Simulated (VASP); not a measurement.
A run of VASP 6.6.1 is set up as follows.

INCAR

```
PREC     = Accurate       # precision mode
ENCUT    = 520            # plane-wave cutoff, eV
EDIFF    = 1E-6           # SCF threshold, eV
ISMEAR   = 0              # smearing method
SIGMA    = 0.02           # smearing width, eV
LREAL    = F              # projectors in reciprocal space
LASPH    = T              # aspherical terms in the spheres
NELM     = 100            # most SCF steps
ALGO     = Normal         # electronic algorithm
ISIF     = 2              # what is computed and relaxed
LWAVE    = F              # write WAVECAR
LCHARG   = F              # write CHGCAR
GGA      = PS             # functional
IVDW     = 12             # dispersion correction
NBANDS   = 35             # bands
```

KPOINTS

```
Automatic mesh
0
Gamma
  12 12 4
```

POSCAR

```
WSe2
1.0
    3.2308827662      0.0000000000      0.0000000000
   -1.6154413831      2.7980265521      0.0000000000
    0.0000000000      0.0000000000     12.4170369260
W Se
2 4
Direct
    0.6666666667      0.3333333333      0.2499165697
    0.3333333333      0.6666666667      0.7500834303
    0.3333333333      0.6666666667      0.3852930382
    0.6666666667      0.3333333333      0.8854497824
    0.3333333333      0.6666666667      0.1145502176
    0.6666666667      0.3333333333      0.6147069618
```

Potentials or basis: VASP PAW PBE potentials, release 64 (W_sv, Se).

The run is started by

```bash
$ cat potpaw_PBE.64/W_sv/POTCAR potpaw_PBE.64/Se/POTCAR > POTCAR
$ mpirun -np 1 vasp_std > vasp.out
```

Task: Predict the band gap on the k mesh.

Result: 0.70 eV (least direct gap 1.65 eV).

Task: Estimate the largest force.

Result: 0.068 eV/Å.

Task: What does it give for the pressure?

Result: 0.5 GPa.

Task: What does it give for the dispersion energy per atom?

Result: -0.476 eV.

Stress tensor (GPa, compression positive):
```
0.41 0.00 0.00
0.00 0.41 0.00
0.00 0.00 0.59
```

Caveat: the PAW data sets were made with another functional, which shifts forces and pressure a little; spin-orbit coupling is left out, which moves the levels of the heavy elements. A k mesh can miss the band edges.
